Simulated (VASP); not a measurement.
# InSe in VASP: notebook, part 2 of 2

VASP 6.6.1. Earlier steps stand in the parts before.

### 5 Single point, PBE+D3(BJ)

The COD entry that gives the cell may itself be a prediction, so a difference from it is no test against experiment.

The input, INCAR:

```
  PREC = Accurate
  ENCUT = 520
  EDIFF = 1E-6
  ISMEAR = 0
  SIGMA = 0.02
  LREAL = F
  LASPH = T
  NELM = 60
  ALGO = Normal
  ISIF = 2
  LWAVE = F
  LCHARG = T
  LDIPOL = T
  IDIPOL = 3
  DIPOL = 0.5 0.5 0.500
  GGA = PE
  IVDW = 12
  LELF = T
  LVHAR = T
  LVACPOTAV = T
  NBANDS = 27
```

The input, KPOINTS:

```
regular mesh
0
Gamma
  12 12 1
```

The input, POSCAR:

```
InSe
1.0
    4.0363944497      0.0000000000      0.0000000000
   -2.0181972249      3.4956201332      0.0000000000
    0.0000000000      0.0000000000     36.7211901288
Se In
2 2
Direct
    0.0000000000      0.0000000000      0.4270095135
    0.0000000000      0.0000000000      0.5729904865
    0.6666666667      0.3333333333      0.4619406280
    0.6666666667      0.3333333333      0.5380039361
```

Potentials or basis: VASP PAW PBE potentials, release 64 (Se, In_d).

On the command line:

```console
$ cat potpaw_PBE.64/Se/POTCAR potpaw_PBE.64/In_d/POTCAR > POTCAR
$ mpirun -np 1 vasp_std > vasp.out
```

OUTCAR:

```text
PREC = Accurate
   ENCUT = 520
   EDIFF = 1E-6
   ISMEAR = 0
   LREAL = F
   LASPH = T
   NELM = 60
   ISIF = 2
   GGA = PE
   IVDW = 12
 IVDW          = 12

 ion  position               nearest neighbor table
   1  0.000  0.000  0.427-   3 2.66   3 2.66   3 2.66
   2  0.000  0.000  0.573-   4 2.66   4 2.66   4 2.66
   3  0.667  0.333  0.462-   1 2.66   1 2.66   1 2.66   4 2.79
   4  0.667  0.333  0.538-   2 2.66   2 2.66   2 2.66   3 2.79

  LATTYP: Found a hexagonal cell.
 ALAT       =     4.0363944497
 C/A-ratio  =     9.0975226991

  Lattice vectors:

 A1 = (   4.0363944497,   0.0000000000,   0.0000000000)
 A2 = (  -2.0181972249,   3.4956201332,   0.0000000000)
 A3 = (   0.0000000000,   0.0000000000,  36.7211901288)

Analysis of symmetry for initial positions (statically):
=====================================================================
 Subroutine PRICEL returns:
 Original cell was already a primitive cell.

 Routine SETGRP: Setting up the symmetry group for a
 hexagonal supercell.

 Subroutine GETGRP returns: Found  6 space group operations
 (whereof  6 operations were pure point group operations)
 out of a pool of 24 trial point group operations.
[... 169 lines left out ...]
 Fermi energy:        -3.7048464453

 k-point     1 :       0.0000    0.0000    0.0000
  band No.  band energies     occupation
      1     -17.9026      2.00000
      2     -17.7178      2.00000
      3     -17.7178      2.00000
      4     -17.6349      2.00000
      5     -17.6349      2.00000
      6     -17.6271      2.00000
[... 559 lines left out ...]
     26       3.6992      0.00000
     27       4.1280      0.00000

------------------------ aborting loop because EDIFF is reached ----------------------------------------

 vacuum level on the upper side and lower side of the slab       (xc-potential included)        -0.107        -0.110

 Edisp (eV)   -0.88320

 E8    (eV) :    -0.4261

  FORCE on cell =-STRESS in cart. coord.  units (eV):
  Direction    XX          YY          ZZ          XY          YZ          ZX
  --------------------------------------------------------------------------------------
  -------------------------------------------------------------------------------------
  Total      -0.02695    -0.02695     0.15871     0.00000    -0.00000    -0.00000
  in kB      -0.08333    -0.08333     0.49078     0.00000    -0.00000    -0.00000
  external pressure =        0.11 kB  Pullay stress =        0.00 kB

 VOLUME and BASIS-vectors are now :
 -----------------------------------------------------------------------------
  energy-cutoff  :      520.00
  volume of cell :      518.13
      direct lattice vectors                 reciprocal lattice vectors
     4.036394450  0.000000000  0.000000000     0.247745856  0.143036137  0.000000000
    -2.018197225  3.495620133  0.000000000     0.000000000  0.286072274  0.000000000
     0.000000000  0.000000000 36.721190129     0.000000000  0.000000000  0.027232233

 POSITION                                       TOTAL-FORCE (eV/Angst)
 -----------------------------------------------------------------------------------
      0.00000      0.00000     15.68030         0.000000     -0.000000     -0.063044
      0.00000      0.00000     21.04089         0.000000     -0.000000      0.049646
      2.01820      1.16521     16.96301        -0.000000      0.000000      0.049031
      2.01820      1.16521     19.75614         0.000000      0.000000     -0.035633
 -----------------------------------------------------------------------------------
    total drift:                               -0.000000      0.000000      0.000028

  FREE ENERGIE OF THE ION-ELECTRON SYSTEM (eV)
  ---------------------------------------------------
  free  energy   TOTEN  =       -15.0889130431 eV

  energy  without entropy=      -15.0889130431  energy(sigma->0) =      -15.08891304

 vacuum level on the upper side and lower side of the slab         2.105         2.101
```

stdout:

```text
POSCAR found type information on POSCAR SeIn
 POSCAR found :  2 types and       4 ions
 scaLAPACK will be used
 LDA part: xc-table for (Slater+PW92), standard interpolation
 POSCAR, INCAR and KPOINTS ok, starting setup
 FFT: planning ... GRIDC
 FFT: planning ... GRID_SOFT
 FFT: planning ... GRID
 WAVECAR not read
 entering main loop
```

It took 6.3 min on 1 thread of Intel Xeon Platinum 8375C at 2.90GHz (Ice Lake), shared host; peak memory 0.67 GiB.

Results:

- Free energy: -15.0889 eV
- Largest force: 0.063 eV/Å
- Band gap on the k mesh: 1.56 eV, indirect (least direct gap 1.64 eV)
- Dispersion energy per atom: -0.221 eV
- Ionisation potential of the upper face: 5.96 eV

Forces on the atoms (eV/Å):
```
Se   0.000  0.000 -0.063
Se   0.000  0.000  0.050
In   0.000  0.000  0.049
In   0.000  0.000 -0.036
```

Caveat: spin-orbit coupling is left out, which moves the levels of the heavy elements.

### 6 Overview

```tsv
cell	k mesh	smearing	gap on the mesh (eV)	largest force (eV/Å)
a = 4.036, b = 4.036, c = 36.721 Å, angles 90.0, 90.0, 120.0°, 4 atoms	6 × 6 × 1	gaussian 0.1 eV	1.56	0.06
a = 8.073, b = 8.073, c = 21.361 Å, angles 90.0, 90.0, 120.0°, 16 atoms	2 × 2 × 1	gaussian 0.05 eV	1.64	0.08
a = 4.027, b = 4.027, c = 36.721 Å, angles 90.0, 90.0, 120.0°, 4 atoms	12 × 12 × 1	gaussian 0.02 eV	1.62	0.01
a = 4.036, b = 4.036, c = 36.721 Å, angles 90.0, 90.0, 120.0°, 4 atoms	12 × 12 × 1	gaussian 0.02 eV	1.56	0.06
```

Alike in all rows: task single point; level PBE+D3(BJ); potentials or basis VASP PAW PBE potentials, release 64 (Se, In_d); no spin polarisation; cutoff (eV) 520.

Caveats: some runs use coarse meshes; spin-orbit coupling is left out, which moves the levels of the heavy elements.

Total energies depend on the potentials used, so only differences within one code and one set of settings carry meaning.
